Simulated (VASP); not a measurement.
## MoS2: single point with PBE

MoS2:

```
Mo S
1.0
     3.16900    0.00000    0.00000
    -1.58450    2.74443    0.00000
     0.00000    0.00000   12.32400
Mo S
2 4
Direct
  0.33333 0.66667 0.25000
  0.66667 0.33333 0.75000
  0.33333 0.66667 0.62300
  0.66667 0.33333 0.12300
  0.33333 0.66667 0.87700
  0.66667 0.33333 0.37700
```

```json
{
 "Program": "VASP 6.6.1",
 "Task": "single point",
 "Functional": "PBE",
 "Potentials or basis": "VASP PAW PBE potentials, release 64 (Mo_sv, S)",
 "Cutoff": "520 eV",
 "k mesh": "9 × 9 × 2",
 "Occupations": "fermi-dirac, width 0.1 eV",
 "Spin": "no spin polarisation",
 "Dipole correction": "no",
 "Further INCAR settings": "ALGO = Normal; EDIFF = 1e-06; NBANDS = 35"
}
```

```yaml
Pressure: 1.9 GPa
Largest_force: 0.078 eV/Å
Band_gap_on_the_k_mesh: 0.97 eV (least direct gap 1.66 eV)
```

Forces on the atoms (eV/Å):
```
Mo   0.000  0.000  0.000
Mo   0.000  0.000  0.000
S    0.000  0.000  0.078
S    0.000  0.000  0.078
S    0.000  0.000 -0.078
S    0.000  0.000 -0.078
```

Stress tensor (GPa, compression positive):
```
1.73 0.00 0.00
0.00 1.73 0.00
0.00 0.00 2.09
```

Levels at points of the mesh, in eV from the valence-band top:
| k point | band 22 | band 23 | band 24 | band 25 | band 26 | band 27 | band 28 | band 29 | band 30 | band 31 |
| --- | --- | --- | --- | --- | --- | --- | --- | --- | --- | --- |
| (0.00, 0.00, 0.00) | -2.12 | -2.12 | -1.18 | -1.14 | 0.00 | 2.11 | 2.11 | 2.14 | 2.14 | 2.27 |
| (0.00, 0.00, 0.50) | -2.14 | -2.14 | -2.14 | -0.26 | -0.26 | 2.11 | 2.11 | 2.11 | 2.11 | 2.37 |

It took 34 s on 1 thread of Intel(R) Xeon(R) 6975P-C (Granite Rapids), on a shared host, peak memory 0.25 GiB.

Caveat: an odd mesh through Γ misses points on the zone boundary, where band edges can lie; this functional lacks dispersion, which binds the layers, so the pressure and a relaxed spacing across them are unreliable. As with any semilocal functional, this PBE gap is likely too small.
